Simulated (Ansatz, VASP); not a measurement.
**ZnF2 in VASP and in Ansatz**

File INCAR:

```
SYSTEM = ZnF2
  ALGO = Normal
  EDIFF = 1E-6
  ENCUT = 600
  GGA = PS
  GGA_COMPAT = .FALSE.
  ISIF = 2
  ISMEAR = 0
  LASPH = .TRUE.
  LCHARG = .TRUE.
  LELF = .TRUE.
  LREAL = .FALSE.
  LVHAR = .TRUE.
  LWAVE = .FALSE.
  NBANDS = 35
  NELM = 120
  PREC = Accurate
  SIGMA = 0.02
```

The input KPOINTS:

```
k-points
0
G
  6 6 8
  0 0 0
```

Contents of POSCAR:

```
ZnF2
1.0
    4.7171584267      0.0000000000      0.0000000000
    0.0000000000      4.7171584267      0.0000000000
    0.0000000000      0.0000000000      3.1286502739
Zn F
2 4
Direct
    0.5000000000      0.5000000000      0.5000000000
    0.0000000000      0.0000000000      0.0000000000
    0.6961638919      0.6961638919      0.0000000000
    0.8038361081      0.1961638919      0.5000000000
    0.3038361081      0.3038361081      0.0000000000
    0.1961638919      0.8038361081      0.5000000000
```

Input for Ansatz:

```yaml
crystal:
  lattice:
    - [4.7171584267, 0.0, 0.0]
    - [0.0, 4.7171584267, 0.0]
    - [0.0, 0.0, 3.1286502739]
  atoms:
    - { symbol: Zn, position: [0.5, 0.5, 0.5] }
    - { symbol: Zn, position: [0.0, 0.0, 0.0] }
    - { symbol: F, position: [0.6961638919, 0.6961638919, 0.0] }
    - { symbol: F, position: [0.8038361081, 0.1961638919, 0.5] }
    - { symbol: F, position: [0.3038361081, 0.3038361081, 0.0] }
    - { symbol: F, position: [0.1961638919, 0.8038361081, 0.5] }
basis:
  ecutwfc: 420
  xc_grid: 2
kpoints:
  mp_grid: { grid: [6, 6, 8] }
  band_path: { path: [VBM, CBM], npoints: 2 }
hamiltonian:
  xc: pbesol
scf:
  occupations: { method: gaussian, width: 0.02 }
output:
  forces: true
  stress: true
  eigenvalues: true
```

Alike in both runs: task single point; functional PBEsol; k mesh 6 × 6 × 8; occupations gaussian, width 0.02 eV; no spin polarisation.

|  | VASP | Ansatz |
| --- | --- | --- |
| version | VASP 6.6.1 | Ansatz 0.2.0 |
| potentials or method | VASP PAW PBE potentials, release 64 (Zn, F), cutoff 600 eV | scalar-relativistic, plane waves, PAW |
| valence electrons in the cell | 52 | 52 |

```tsv
	VASP	Ansatz	Ansatz less VASP
gap on the k mesh at the Fermi level (eV)	3.37	3.45	+0.084
least direct gap on the mesh (eV)	3.37	3.45	+0.084
pressure (GPa)	0.5	0.0	-0.54
traceless stress, the component that is largest in VASP (GPa)	0.21	-0.01	-0.214
rms of the force components (eV/Å)	0.007	0.000	-0.0068
```

VASP's potentials were made for PBE, not for PBEsol. Atom by atom the forces differ by 0.007 eV/Å (rms over components).
